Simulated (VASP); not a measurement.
A run of VASP 6.6.1 is set up as follows.

The input INCAR:

```
PREC = Accurate
ENCUT = 600
EDIFF = 1E-6
ISMEAR = 0
SIGMA = 0.1
LREAL = False
LASPH = True
NELM = 60
ALGO = Normal
ISIF = 3
LWAVE = False
LCHARG = False
GGA = PE
IBRION = 2
NSW = 90
EDIFFG = -0.04
```

File KPOINTS:

```
Automatic mesh
0
Gamma
  6 6 2
```

POSCAR

```
In2C
1.0
    3.1221198700      0.0000000000      0.0000000000
   -1.5610599300      2.7038351200      0.0000000000
    0.0000000000      0.0000000000      7.5418819000
In C
2 1
Direct
    0.3333333300      0.6666666700      0.6532710200
    0.6666666700      0.3333333300      0.3467289800
    0.0000000000      0.0000000000      0.0000000000
```

Potentials or basis: VASP PAW PBE potentials, release 64 (In_d, C).

Command:

```console
$ cat potpaw_PBE.64/In_d/POTCAR potpaw_PBE.64/C/POTCAR > POTCAR
$ mpirun -np 1 vasp_std > vasp.out
```

Problem. Predict the band gap on the k mesh.

Solution. Zero (bands 15 and 16 overlap by 0.13 eV).

Problem. Estimate the space group after relaxing (to 0.1 Å).

Solution. P-3m1 (No. 164).

Problem. Predict the relaxed cell.

Solution. a = 3.621 Å, b = 3.621 Å, c = 7.742 Å, α = 90.00°, β = 90.00°, γ = 120.00°.

Problem. Predict the relaxed volume.

Solution. 29.30 Å³/atom.

Final structure:
```yaml
crystal:
  lattice:
    - [3.62094, 0.00000, 0.00000]
    - [-1.81047, 3.13583, 0.00000]
    - [0.00000, 0.00000, 7.74168]
  atoms:
    - { symbol: In, position: [0.33333, 0.66667, 0.84244] }
    - { symbol: In, position: [0.66667, 0.33333, 0.15756] }
    - { symbol: C, position: [0.00000, 0.00000, 0.00000] }
```

Caveat: the k points lie up to 0.41 Å⁻¹ apart in the final cell; the volume moved by over 15 % at a fixed basis, so the end points are rough; spin-orbit coupling is left out, which moves the levels of the heavy elements.
